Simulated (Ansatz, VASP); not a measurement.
CdF2 in VASP and in Ansatz

Contents of INCAR:

```
SYSTEM = CdF2
  ALGO = Normal
  EDIFF = 1E-6
  ENCUT = 520
  GGA = PS
  ISIF = 2
  ISMEAR = 0
  LASPH = .True.
  LCHARG = .True.
  LELF = .True.
  LREAL = .False.
  LVHAR = .True.
  LWAVE = .False.
  NBANDS = 20
  NELM = 80
  PREC = Accurate
  SIGMA = 0.05
```

KPOINTS

```
k-points
0
Gamma
  8 8 8
  0 0 0
```

POSCAR

```
CdF2
1.0
    0.0000000000      2.7282922851      2.6210703983
    2.7282922851      0.0000000000      2.6210703983
    2.7282922851      2.7282922851      0.0000000000
Cd F
1 2
Direct
    0.0000000000      0.0000000000      0.0000000000
    0.2500000000      0.2500000000      0.2500000000
    0.7500000000      0.7500000000      0.7500000000
```

Input for Ansatz:

```yaml
crystal:
  lattice:
    - [0.0, 2.7282922851, 2.6210703983]
    - [2.7282922851, 0.0, 2.6210703983]
    - [2.7282922851, 2.7282922851, 0.0]
  atoms:
    - { symbol: Cd, position: [0.0, 0.0, 0.0] }
    - { symbol: F, position: [0.25, 0.25, 0.25] }
    - { symbol: F, position: [0.75, 0.75, 0.75] }
basis:
  ecutwfc: 520.0
kpoints:
  mp_grid: { grid: [8, 8, 8] }
hamiltonian:
  xc: pbesol
scf:
  occupations: { method: gaussian, width: 0.05 }
output:
  forces: true
  stress: true
  eigenvalues: true
```

Alike in both runs: task single point; functional PBEsol; k mesh 8 × 8 × 8; occupations gaussian, width 0.05 eV; no spin polarisation.

|  | VASP | Ansatz |
| --- | --- | --- |
| version | VASP 6.6.1 | Ansatz 0.2.0 |
| potentials or method | VASP PAW PBE potentials, release 64 (Cd, F), cutoff 520 eV | scalar-relativistic, plane waves, PAW |
| valence electrons in the cell | 26 | 34 |

VASP gave:

```
gap on the k mesh at the Fermi level (eV)                     : 2.86
least direct gap on the mesh (eV)                             : 3.35
pressure (GPa)                                                : 0.8
traceless stress, the component that is largest in VASP (GPa) : 2.96
```

Problem. What did Ansatz give for the same quantities?

Solution. gap on the k mesh at the Fermi level (eV): 2.89; least direct gap on the mesh (eV): 3.38; pressure (GPa): 0.0; traceless stress, the component that is largest in VASP (GPa): 3.01.

VASP's potentials were made for PBE, not for PBEsol. VASP's potentials hold 26 valence electrons a cell and Ansatz's 34, so a difference there can come from the potentials and not from the codes.
